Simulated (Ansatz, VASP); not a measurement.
## One calculation of TaRu, two programs

Contents of INCAR:

```
PREC = Accurate
ENCUT = 520
EDIFF = 1E-8
ISMEAR = -1
SIGMA = 0.03
LREAL = F
LASPH = T
NELM = 80
ALGO = Normal
ISIF = 2
LWAVE = F
LCHARG = F
LEFG = T
NBANDS = 20
```

KPOINTS

```
Automatic mesh
0
Gamma
  13 13 13
```

POSCAR

```
TaRu
1.0
    3.2495060651      0.0000000000      0.0000000000
    0.0000000000      3.2495060651      0.0000000000
    0.0000000000      0.0000000000      3.2495060651
Ta Ru
1 1
Direct
    0.5000000000      0.5000000000      0.5000000000
    0.0000000000      0.0000000000      0.0000000000
```

Input for Ansatz:

```yaml
crystal:
  lattice:
    - [3.2495060651, 0.0, 0.0]
    - [0.0, 3.2495060651, 0.0]
    - [0.0, 0.0, 3.2495060651]
  atoms:
    - { symbol: Ta, position: [0.5, 0.5, 0.5] }
    - { symbol: Ru, position: [0.0, 0.0, 0.0] }
kpoints:
  mp_grid: { grid: [13, 13, 13] }
scf:
  occupations: { method: fermi_dirac, width: 0.03 }
hamiltonian:
  xc: lda
  pseudopotentials: { kind: all_electron, datasets: crystal }
output:
  forces: true
  stress: true
  eigenvalues: true
  efg: { contact_densities: true }
```

Change from the starting cell: volume scaled by 1.06, crystal datasets.

Alike in both runs: task electric field gradients; functional LDA; k mesh 13 × 13 × 13; occupations fermi-dirac, width 0.03 eV; no spin polarisation.

|  | VASP | Ansatz |
| --- | --- | --- |
| version | VASP 6.6.1 | Ansatz 0.2.0 |
| potentials or method | VASP PAW LDA potentials, release 64 (Ta_pv, Ru_pv), cutoff 520 eV | all-electron PAW with datasets made for the crystal, scalar-relativistic |

```csv
,VASP,Ansatz,Ansatz less VASP
pressure (GPa),-26.5,-26.9,-0.46
```

LDA's correlation is that of Perdew and Zunger in VASP and of Perdew and Wang (1992) in Ansatz. Ansatz ran all-electron here, and VASP with PAW potentials.

Neither program's run includes spin-orbit coupling.
